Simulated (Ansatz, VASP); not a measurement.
## One calculation of WS2, two programs

```xyz
3
Lattice="3.1597 0.0000 0.0000 -1.5799 2.7364 0.0000 0.0000 0.0000 16.9395" Properties=species:S:1:pos:R:3 pbc="T T T"
W     0.0000    1.8243    0.0000
S     1.5799    0.9121   15.3635
S     1.5799    0.9121    1.5760
```

Alike in both runs: task relaxation of cell and atoms; functional PBEsol; k mesh 12 × 12 × 2; occupations gaussian, width 0.02 eV; no spin polarisation.

```csv
,VASP,Ansatz
version,VASP 6.6.1,Ansatz 0.2.0
potentials or method,"VASP PAW PBE potentials, release 64 (W_sv, S), cutoff 600 eV","scalar-relativistic, plane waves, PAW"
valence electrons in the cell,26,26
```

|  | VASP | Ansatz | Ansatz less VASP |
| --- | --- | --- | --- |
| gap on the k mesh at the Fermi level, each at its own relaxed structure (eV) | 1.94 | 1.94 | -0.004 |
| relaxed volume (Å³/atom) | 48.25 | 48.38 | +0.137 |
| relaxed cell length with the largest relative difference (Å) | 16.881 | 16.937 | +0.0563 |

VASP's potentials were made for PBE, not for PBEsol.

Neither program's run includes spin-orbit coupling.
